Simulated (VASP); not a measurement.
Set up this calculation in VASP 6.6.1, as the native input.

```yaml
Task: single point
Functional: PBE
Potentials_or_basis: VASP PAW PBE potentials, release 64 (Cu)
Cutoff: 520 eV
k_mesh: 19 × 19 × 19
Occupations: fermi-dirac, width 0.08 eV
Spin: no spin polarisation
Dipole_correction: no
Further_INCAR_settings: ALGO = Normal; EDIFF = 1e-06; NBANDS = 12
```

The structure of Cu lies in POSCAR:

```
Cu
1.0
    0.0000000000      1.7894250000      1.8075000000
    1.7894250000      0.0000000000      1.8075000000
    1.7894250000      1.7894250000      0.0000000000
Cu
1
Direct
    0.0000000000      0.0000000000      0.0000000000
```

This cell differs from its parent crystal: equal xx and yy strain of -1 %.

One way to write it, as run:

INCAR

```
PREC = Accurate
ENCUT = 520
EDIFF = 1E-6
ISMEAR = -1
SIGMA = 0.08
LREAL = F
LASPH = T
NELM = 60
ALGO = Normal
ISIF = 2
LWAVE = F
LCHARG = F
GGA = PE
NBANDS = 12
```

KPOINTS

```
regular mesh
0
Gamma
  19 19 19
```

Potentials or basis: VASP PAW PBE potentials, release 64 (Cu).

Command:

```bash
$ cat potpaw_PBE.64/Cu/POTCAR > POTCAR
$ mpirun -np 1 vasp_std > vasp.out
```

It gave:

- Pressure: 5.4 GPa

Caveat: the cell differs from its parent crystal (equal xx and yy strain of -1 %).

Run time: 31 s on 1 thread of Intel(R) Xeon(R) 6975P-C (Granite Rapids), with other jobs on the host, peak memory 0.18 GiB.
